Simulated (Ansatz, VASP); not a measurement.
**One calculation of YAlSe3, two programs**

```xyz
5
Lattice="4.7691 0.0000 0.0000 0.0000 4.7691 0.0000 0.0000 0.0000 4.7691" Properties=species:S:1:pos:R:3 pbc="T T T"
Y     2.3846    2.3846    2.3846
Al    0.0000    0.0000    0.0000
Se    2.3846    0.0000    2.3846
Se    0.0000    2.3846    2.3846
Se    2.3846    2.3846    0.0000
```

Change from the starting cell: species swapped into the ZnFe3C type (Pm-3m, No. 221).

Alike in both runs: task relaxation of cell and atoms; functional PBE; k mesh 4 × 4 × 4; occupations gaussian, width 0.1 eV; no spin polarisation.

```csv
,VASP,Ansatz
version,VASP 6.6.1,Ansatz 0.2.0
potentials or method,"VASP PAW PBE potentials, release 64 (Y_sv, Al, Se), cutoff 600 eV","scalar-relativistic, plane waves, PAW"
valence electrons in the cell,32,62
```

```tsv
	VASP	Ansatz	Ansatz less VASP
gap on the k mesh at the Fermi level, each at its own relaxed structure (eV)	none	none	-
relaxed volume (Å³/atom)	33.24	32.95	-0.291
relaxed cell length with the largest relative difference (Å)	5.498	5.482	-0.0161
```

A gap of «none» marks a metal or a gap that the smearing closes. VASP's potentials hold 32 valence electrons a cell and Ansatz's 62, so a difference there can come from the potentials and not from the codes.

Noted on VASP's run: the volume moved by over 15 % at a fixed basis, so the end points are rough.
